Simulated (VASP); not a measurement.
# AlN (F-43m) in VASP: relaxation of cell and atoms with HSE06

Aim: the relaxation of cell and atoms of AlN with HSE06.

Program: VASP 6.6.1. These are calculated values, not measurements. Logs are shortened: lines on timing, memory, paths and dates and some standing lists are left out, and cuts for length are marked.

## 1. The cell of the first run

It takes space group F-43m (No. 216, cubic). Conventional cell: a = 4.370 Å, b = 4.370 Å, c = 4.370 Å, α = 90.00°, β = 90.00°, γ = 90.00°. Within 2.5 Å of Al (site symmetry -43m) lie 4 N at 1.89 Å. Within 2.5 Å of N (site symmetry -43m) lie 4 Al at 1.89 Å.

## 2. Relaxation of cell and atoms, HSE06

The input, POSCAR:

```
AlN
1.0
    0.0000000000      2.1848764127      2.1848764127
    2.1848764127      0.0000000000      2.1848764127
    2.1848764127      2.1848764127      0.0000000000
Al N
1 1
Direct
    0.0000000000      0.0000000000      0.0000000000
    0.2500000000      0.2500000000      0.2500000000
```

The input, INCAR.step1:

```
PREC = Accurate
ENCUT = 600
EDIFF = 1E-5
ISMEAR = -1
SIGMA = 0.02
LREAL = F
LASPH = T
NELM = 60
ALGO = Normal
LWAVE = T
LCHARG = F
GGA = PE
NBANDS = 11
```

The input, INCAR.step2:

```
PREC = Accurate
ENCUT = 600
EDIFF = 1E-6
ISMEAR = -1
SIGMA = 0.02
LREAL = F
LASPH = T
NELM = 60
ALGO = Normal
ISIF = 3
LWAVE = F
LCHARG = F
GGA = PE
LHFCALC = T
HFSCREEN = 0.2079
PRECFOCK = Normal
IBRION = 2
NSW = 80
EDIFFG = -0.005
ISTART = 1
```

The input, KPOINTS:

```
regular mesh
0
Gamma
  6 6 6
```

Potentials or basis: VASP PAW PBE potentials, release 64 (Al, N).

Run with:

```console
$ cat potpaw_PBE.64/Al/POTCAR potpaw_PBE.64/N/POTCAR > POTCAR
$ cp INCAR.step1 INCAR
$ mpirun -np 1 vasp_std > vasp.out
$ cp INCAR.step2 INCAR
$ mpirun -np 1 vasp_std > vasp.out
```

OUTCAR:

```text
PREC = Accurate
   ENCUT = 600
   EDIFF = 1E-6
   ISMEAR = -1
   LREAL = F
   LASPH = T
   NELM = 60
   ISIF = 3
   GGA = PE
   LHFCALC = T
   HFSCREEN = 0.2079
   PRECFOCK = Normal
   IBRION = 2
   NSW = 80
   EDIFFG = -0.005
   ISTART = 1

 ion  position               nearest neighbor table
   1  0.000  0.000  0.000-   2 1.89   2 1.89   2 1.89   2 1.89
   2  0.250  0.250  0.250-   1 1.89   1 1.89   1 1.89   1 1.89

  LATTYP: Found a face centered cubic cell.
 ALAT       =     4.3697528254

  Lattice vectors:

 A1 = (   0.0000000000,   2.1848764127,   2.1848764127)
 A2 = (   2.1848764127,   0.0000000000,   2.1848764127)
 A3 = (   2.1848764127,   2.1848764127,   0.0000000000)

Analysis of symmetry for initial positions (statically):
=====================================================================
 Subroutine PRICEL returns:
 Original cell was already a primitive cell.

 Routine SETGRP: Setting up the symmetry group for a
 face centered cubic supercell.

 Subroutine GETGRP returns: Found 24 space group operations
 (whereof 24 operations were pure point group operations)
 out of a pool of 48 trial point group operations.

The static configuration has the point symmetry T_d .

Analysis of symmetry for dynamics (positions and initial velocities):
=====================================================================
 Subroutine PRICEL returns:
 Original cell was already a primitive cell.

 Routine SETGRP: Setting up the symmetry group for a
 face centered cubic supercell.

 Subroutine GETGRP returns: Found 24 space group operations
 (whereof 24 operations were pure point group operations)
 out of a pool of 48 trial point group operations.

The dynamic configuration has the point symmetry T_d .

 Subroutine INISYM returns: Found 24 space group operations
 (whereof 24 operations are pure point group operations),
 and found     1 'primitive' translations

----------------------------------------------------------------------------------------

                                     Primitive cell

  volume of cell :      20.8598

  direct lattice vectors                    reciprocal lattice vectors
     0.000000000  2.184876413  2.184876413    -0.228845896  0.228845896  0.228845896
     2.184876413  0.000000000  2.184876413     0.228845896 -0.228845896  0.228845896
[... 74 lines left out ...]
   ENCUT  =  600.0 eV  44.10 Ry    6.64 a.u.   6.17  6.17  6.17*2*pi/ulx,y,z
   NELM   =     60;   NELMIN=  2; NELMDL=  0     # of ELM steps
   EDIFF  = 0.1E-05   stopping-criterion for ELM
   LREAL  =      F    real-space projection
   EDIFFG = -.5E-02   stopping-criterion for IOM
   NSW    =     80    number of steps for IOM
   IBRION =      2    ionic relax: 0-MD 1-quasi-New 2-CG
   NFREE  =      1    steps in history (QN), initial steepest desc. (CG)
   ISIF   =      3    stress and relaxation
   ISYM   =      3    0-nonsym 1-usesym 2-fastsym
   POTIM  = 0.5000    time-step for ionic-motion
   TEBEG  =    0.0;   TEEND  =   0.0 temperature during run
   PSTRESS=    0.0 pullay stress
   NELECT =       8.0000    total number of electrons
   NUPDOWN=      -1.0000    fix difference up-down
   EMIN   =  10.00;   EMAX   =-10.00  energy-range for DOS
   EFERMI =   0.00;   METHOD = LEGACY
   ISMEAR =    -1;   SIGMA  =   0.02  broadening in eV -4-tet -1-fermi 0-gaus
   EFERMI_NEDOS =   21; number of points for ismear=-14 and -15
   IALGO  =     38    algorithm
   IMIX   =      1    mixing-type and parameters
     AMIX     =   0.40;   BMIX     =  1.00
     AMIX_MAG =   1.60;   BMIX_MAG =  1.00
  volume/ion in A,a.u.               =      10.43        70.38
  Fermi-wavevector in a.u.,A,eV,Ry     =   1.189418  2.247675 19.248378  1.414716
  Thomas-Fermi vector in A             =   2.325526
   LORBIT       =      0    0 simple, 1 ext, 2 COOP (PROOUT), +10 PAW based schemes
   GGA     = PE    functional components
   LHFCALC =     T    Hartree Fock is set to
   PRECFOCK=normal    Normal, Fast or Accurate (Low or Medium for compatibility)
   ENCUT4O =  -1.0   cutoff for four orbital integrals eV
   NKREDX  =     1    reduce k-point grid by
   NKREDY  =     1    reduce k-point grid by
   NKREDZ  =     1    reduce k-point grid by
   AEXX    =    0.2500 exact exchange contribution
   HFSCREEN=    0.2079 screening length (either q_TF or 0.3 A-1)
   HFSCREENC=   0.2079 screening length for correlation (either q_TF or 0.3 A-1)
   ENCUTFOCK=  -1.0 apply spherical cutoff to Coloumb kernel
   IVDW    =     0    specifies the selected vdW correction
   LEPSILON=     F    determine dielectric tensor
   LRPA    =     F    only Hartree local field effects (RPA)
 conjugate gradient relaxation of ions
 non-spin polarized calculation
  energy-cutoff  :      600.00
  volume of cell :       20.86
 maximum number of plane-waves:       725
 NGX is ok and might be reduce to    28
  NGX = 20; NGY = 20; NGZ = 20

--------------------------------------- Ionic step        1  -------------------------------------------

 number of electron       7.9999999 magnetization

 Free energy of the ion-electron system (eV)
  ---------------------------------------------------
  ext. energy  EPLUGINS =         0.00000000
  ---------------------------------------------------
  free energy    TOTEN  =       -17.39489808 eV

  energy without entropy =      -17.39489808  energy(sigma->0) =      -17.39489808

------------------------ aborting loop because EDIFF is reached ----------------------------------------

  FORCE on cell =-STRESS in cart. coord.  units (eV):
  Direction    XX          YY          ZZ          XY          YZ          ZX
  --------------------------------------------------------------------------------------
  -------------------------------------------------------------------------------------
  Total       -0.1088575     -0.1088575     -0.1088575     -0.0000000     -0.0000000      0.0000000
  in kB       -8.3610019     -8.3610019     -8.3610019     -0.0000000     -0.0000000      0.0000000
  external PRESSURE =      -8.3610019 kB  Pullay stress =       0.0000000 kB
[... 59 lines left out ...]
--------------------------------------- Ionic step        3  -------------------------------------------

 number of electron       7.9999999 magnetization

 Free energy of the ion-electron system (eV)
  ---------------------------------------------------
  ext. energy  EPLUGINS =         0.00000000
  ---------------------------------------------------
  free energy    TOTEN  =       -17.39511194 eV

  energy without entropy =      -17.39511194  energy(sigma->0) =      -17.39511194

 E-fermi :   5.5053     XC(G=0):  -9.0226

 val. band max:        5.0704898000   @ k =   0.0000   0.0000   0.0000
 cond. band min:       9.6267358397   @ k =   0.5000   0.5000   0.0000
 fundamental gap:      4.5562460397
 Fermi energy:         5.5053178306

 k-point     1 :       0.0000    0.0000    0.0000
  band No.  band energies     occupation
      1     -11.4228      2.00000
      2       5.0705      2.00000
      3       5.0705      2.00000
      4       5.0705      2.00000
      5      10.6483      0.00000
      6      19.3384      0.00000
      7      19.3384      0.00000
      8      19.3384      0.00000
[... 192 lines left out ...]
  FREE ENERGIE OF THE ION-ELECTRON SYSTEM (eV)
  ---------------------------------------------------
  free  energy   TOTEN  =       -17.3951119378 eV

  energy  without entropy=      -17.3951119378  energy(sigma->0) =      -17.39511194

 reached required accuracy - stopping structural energy minimisation
```

OUTCAR.step1:

```text
PREC = Accurate
   ENCUT = 600
   EDIFF = 1E-5
   ISMEAR = -1
   LREAL = F
[... 434 lines left out ...]
      0.00000      0.00000      0.00000         0.000000      0.000000      0.000000
      1.09244      1.09244      1.09244        -0.000000     -0.000000     -0.000000
 -----------------------------------------------------------------------------------
    total drift:                                0.000000      0.000000      0.000000

  FREE ENERGIE OF THE ION-ELECTRON SYSTEM (eV)
  ---------------------------------------------------
  free  energy   TOTEN  =       -14.8408104073 eV

  energy  without entropy=      -14.8408104073  energy(sigma->0) =      -14.84081041
```

OSZICAR.step1:

```text
N       E                     dE             d eps       ncg     rms          rms(c)
DAV:   1     0.164472292318E+02    0.16447E+02   -0.45880E+03   352   0.705E+02
DAV:   2    -0.161827343916E+02   -0.32630E+02   -0.30862E+02   435   0.162E+02
DAV:   3    -0.172154114031E+02   -0.10327E+01   -0.10318E+01   447   0.275E+01
DAV:   4    -0.172208674476E+02   -0.54560E-02   -0.54555E-02   406   0.209E+00
DAV:   5    -0.172209340080E+02   -0.66560E-04   -0.66560E-04   427   0.227E-01    0.861E+00
DAV:   6    -0.148507792311E+02    0.23702E+01   -0.11841E+01   438   0.181E+01    0.281E+00
DAV:   7    -0.148472102140E+02    0.35690E-02   -0.17295E-01   406   0.321E+00    0.204E+00
DAV:   8    -0.148422220066E+02    0.49882E-02   -0.28741E-02   379   0.170E+00    0.581E-01
DAV:   9    -0.148407617388E+02    0.14603E-02   -0.40045E-03   424   0.402E-01    0.233E-01
DAV:  10    -0.148408005331E+02   -0.38794E-04   -0.51063E-04   394   0.147E-01    0.203E-02
DAV:  11    -0.148408104073E+02   -0.98742E-05   -0.18074E-05   397   0.302E-02
   1 F= -.14840810E+02 E0= -.14840810E+02  d E =-.233646E-11
```

It took 8 min on 1 thread of Intel Xeon Platinum 8488C (Sapphire Rapids), shared host; peak memory 0.25 GiB.

What came out:

```yaml
Free_energy: -17.3951 eV
Relaxed_volume: 10.39 Å³/atom
Relaxed_cell: a = 3.086 Å, b = 3.086 Å, c = 3.086 Å, α = 60.00°, β = 60.00°, γ = 60.00°
Space_group_after_relaxing_to_0.1_Å: F-43m (No. 216)
Energy_gained_by_relaxing: 0.1 meV/atom
Ionic_steps: 3
Pressure_after_relaxing: 0.0 GPa
Band_gap_on_the_k_mesh: 4.56 eV (least direct gap 5.58 eV)
```

The path:
```csv
step,energy change (eV),largest force (eV/Å),pressure (GPa),volume (Å³)
1,0.0000,0.0000,-0.84,20.86
2,0.0000,0.0000,0.83,20.70
3,-0.0002,0.0000,0.01,20.78
```

Final structure:
```cif
data_structure
_symmetry_space_group_name_H-M 'P 1'
_symmetry_Int_Tables_number 1
_cell_length_a 3.0859
_cell_length_b 3.0859
_cell_length_c 3.0859
_cell_angle_alpha 60.000
_cell_angle_beta 60.000
_cell_angle_gamma 60.000
_cell_volume 20.78
loop_
_atom_site_label
_atom_site_type_symbol
_atom_site_fract_x
_atom_site_fract_y
_atom_site_fract_z
_atom_site_occupancy
Al1 Al 0.00000 0.00000 0.00000 1
N1 N 0.25000 0.25000 0.25000 1
```

Caveat: the PAW data sets were made with another functional, which shifts forces and pressure a little. A k mesh can miss the band edges.
